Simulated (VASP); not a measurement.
Here is a VASP 6.6.1 calculation.

File INCAR:

```
SYSTEM = HfC3
PREC = Accurate ; ENCUT = 520
EDIFF = 1E-7 ; ISMEAR = 0
SIGMA = 0.1 ; LREAL = .FALSE.
LASPH = .TRUE. ; NELM = 80
ALGO = Normal ; ISIF = 2
LWAVE = .FALSE. ; LCHARG = .FALSE.
GGA = PE ; NBANDS = 32
```

KPOINTS

```
regular mesh
0
G
  12 12 8
  0 0 0
```

POSCAR

```
HfC3
1.0
    4.4493593529      0.0000000000      0.0000000000
   -2.2246796764      3.8532582302      0.0000000000
    0.0000000000      0.0000000000      5.1766742361
Hf C
2 6
Direct
    0.3333333333      0.6666666667      0.2500000000
    0.6666666667      0.3333333333      0.7500000000
    0.8915812267      0.7831624534      0.2500000000
    0.1084187733      0.8915812267      0.7500000000
    0.2168375466      0.1084187733      0.2500000000
    0.1084187733      0.2168375466      0.7500000000
    0.8915812267      0.1084187733      0.2500000000
    0.7831624534      0.8915812267      0.7500000000
```

Potentials or basis: VASP PAW PBE potentials, release 64 (Hf_pv, C).

The run is started by

```console
$ cat potpaw_PBE.64/Hf_pv/POTCAR potpaw_PBE.64/C/POTCAR > POTCAR
$ mpirun -np 1 vasp_std > vasp.out
```

(1) Estimate the pressure.

(2) Estimate the band gap on the k mesh.

(3) Predict the largest force.

Results:

(1) -0.3 GPa.

(2) zero (bands 22 and 23 overlap by 2.13 eV).

(3) 0.151 eV/Å.

Caveat: spin-orbit coupling is left out, which moves the levels of the heavy elements.
